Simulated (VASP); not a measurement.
Wanted: the native input for a VASP 6.6.1 run.

```
Task                   : single point
Functional             : LDA
Potentials or basis    : VASP PAW LDA potentials, release 64 (Cu, As)
Cutoff                 : 520 eV
k mesh                 : 10 × 10 × 6
Occupations            : gaussian, width 0.1 eV
Spin                   : no spin polarisation
Dipole correction      : no
Further INCAR settings : ALGO = Normal; EDIFF = 1e-07; NBANDS = 36
```

The structure of Cu2As (lda) lies in POSCAR:

```
Cu2As
1.0
    3.7101925726      0.0000000000      0.0000000000
    0.0000000000      3.7101925726      0.0000000000
    0.0000000000      0.0000000000      5.7739377202
Cu As
4 2
Direct
    0.0000000000      0.0000000000      0.0000000000
    0.5000000000      0.5000000000      0.0000000000
    0.0000000000      0.5000000000      0.2960153230
    0.5000000000      0.0000000000      0.7039846770
    0.0000000000      0.5000000000      0.7083608356
    0.5000000000      0.0000000000      0.2916391644
```

One way to write it, as run:

INCAR

```
SYSTEM = Cu2As
PREC = Accurate
ENCUT = 520
EDIFF = 1E-7
ISMEAR = 0
SIGMA = 0.1
LREAL = .False.
LASPH = .True.
NELM = 100
ALGO = Normal
ISIF = 2
LWAVE = .False.
LCHARG = .True.
LELF = .True.
LVHAR = .True.
NBANDS = 36
```

KPOINTS

```
Automatic mesh
0
Gamma
  10 10 6
  0 0 0
```

Potentials or basis: VASP PAW LDA potentials, release 64 (Cu, As).

Command:

```console
$ cat potpaw_LDA.64/Cu/POTCAR potpaw_LDA.64/As/POTCAR > POTCAR
$ mpirun -np 1 vasp_std > vasp.out
```

It gave:

```json
{"Pressure": "0.6 GPa", "Largest force": "0.018 eV/Å", "Band gap on the k mesh": "zero (band 27 reaches 9.53 eV, above the bottom of band 28 at 5.90 eV)"}
```

Run time: 5.7 min on 1 thread of Intel(R) Xeon(R) Platinum 8259CL CPU @ 2.50GHz (Skylake/Cascade Lake) (shared host), peak memory 0.3 GiB.
